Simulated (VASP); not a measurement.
# Cu: single point with PBE

Cu:

```
Cu
1.0
    -1.44716    1.43374    1.36013
     1.44725   -1.43990    1.36668
     1.46384    1.45658   -1.36658
Cu
1
Direct
  0.99823 0.97807 0.02493
```

```
Program             : VASP 6.6.1
Task                : single point
Functional          : PBE
Potentials or basis : VASP PAW PBE potentials, release 64 (Cu)
Cutoff              : 520 eV
k mesh              : 4 × 4 × 4
Occupations         : gaussian, width 0.1 eV
Spin                : no spin polarisation
```

The pressure is 7.1 GPa.

Stress tensor (GPa, compression positive):
```
 7.84  1.88 -0.05
 1.88  6.76 -0.48
-0.05 -0.48  6.72
```

Levels at points of the mesh, in eV from the Fermi level:
```csv
k point,band 2,band 3,band 4,band 5,band 6,band 7,band 8,band 9,band 10,band 11
"(0.00, 0.00, 0.00)",-3.65,-3.46,-3.34,-2.60,-2.33,24.27,24.79,26.24,28.40,28.62
"(0.50, 0.00, 0.00)",-4.33,-2.47,-2.23,-1.69,-0.56,4.63,16.80,17.22,20.94,24.05
"(0.00, 0.50, 0.00)",-4.30,-2.50,-2.23,-1.70,-0.65,4.50,16.95,17.55,21.13,24.26
"(0.50, 0.50, 0.00)",-3.97,-2.67,-2.43,-1.73,-1.02,3.97,18.65,18.95,22.53,25.48
"(0.00, 0.00, 0.50)",-4.05,-2.69,-2.38,-1.72,-1.17,3.72,18.80,19.22,22.69,25.70
"(0.50, 0.00, 0.50)",-4.30,-2.50,-2.23,-1.70,-0.65,4.51,17.11,17.38,21.15,24.24
"(0.00, 0.50, 0.50)",-4.35,-2.46,-2.22,-1.70,-0.63,4.53,16.88,17.32,21.01,24.13
"(0.50, 0.50, 0.50)",-5.03,-1.90,-1.89,-1.83,7.28,7.56,9.83,13.00,13.74,16.84
```

Wall time 3.9 s on 1 thread of AMD EPYC 7R13 Processor (Zen 3), on a shared host, peak memory 0.08 GiB.

Caveat: the k points lie up to 0.79 Å⁻¹ apart.
